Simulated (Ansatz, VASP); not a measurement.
# N in VASP and in Ansatz

```
N
1.0
     3.37061    0.00000    0.00000
    -1.68530    2.91903    0.00000
     0.00000    0.00000    7.19372
N
4
Direct
  0.33333 0.66667 0.32600
  0.33333 0.66667 0.17400
  0.66667 0.33333 0.82600
  0.66667 0.33333 0.67400
```

Change from the starting cell: hydrostatic strain -5.9%.

Alike in both runs: task single point; functional PBE; k mesh 12 × 12 × 4; occupations fermi-dirac, width 0.02 eV; no spin polarisation.

|  | VASP | Ansatz |
| --- | --- | --- |
| version | VASP 6.6.1 | Ansatz 0.2.0 |
| potentials or method | VASP PAW PBE potentials, release 64 (N) | plane waves, PAW |
| plane-wave cutoff (eV) | 520 | 420 |
| valence electrons in the cell | 20 | 20 |

```tsv
	VASP	Ansatz	Ansatz less VASP
gap on the k mesh at the Fermi level (eV)	6.58	6.63	+0.047
pressure (GPa)	7.2	4.3	-2.93
traceless stress, the component that is largest in VASP (GPa)	9.84	3.47	-6.365
rms of the force components (eV/Å)	1.788	0.654	-1.1340
```

Atom by atom the forces differ by 1.134 eV/Å (rms over components).

Noted on VASP's run: the standard files for N, O and F lose accuracy on very short bonds.
